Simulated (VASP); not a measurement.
## Ga: single point with BLYP

The system is Ga.

```
Ga
1.0
     4.65005    0.00000    0.00000
    -2.32503    4.02706    0.00000
     0.00000    0.00000    3.13909
Ga
3
Direct
  0.00000 0.00000 0.00000
  0.33333 0.66667 0.50000
  0.66667 0.33333 0.50000
```

This isn't the form of Ga at room conditions, which is orthorhombic.

| Item | Value |
| --- | --- |
| Program | VASP 6.6.1 |
| Task | single point |
| Functional | BLYP |
| Potentials or basis | VASP PAW PBE potentials, release 64 (Ga_d) |
| Cutoff | 520 eV |
| k mesh | 9 × 9 × 11 |
| Occupations | fermi-dirac, width 0.1 eV |
| Spin | no spin polarisation |

The pressure is 5.4 GPa and the band gap on the k mesh is zero (an odd number of electrons rules out a gap without spin polarisation).

Stress tensor (GPa, compression positive):
```
6.00 0.00 0.00
0.00 6.00 0.00
0.00 0.00 4.15
```

Levels at points of the mesh, in eV from the Fermi level:
| k point | band 17 | band 18 | band 19 | band 20 | band 21 | band 22 |
| --- | --- | --- | --- | --- | --- | --- |
| (0.00, 0.00, 0.00) | -2.60 | -2.15 | -0.87 | -0.87 | -0.61 | -0.61 |

Wall time 2.5 min on 1 thread of Intel Xeon 8259CL, with other jobs on the host, peak memory 0.23 GiB.

Caveat: the cell stands under pressure; the PAW data sets were made with another functional, which shifts forces and pressure a little.
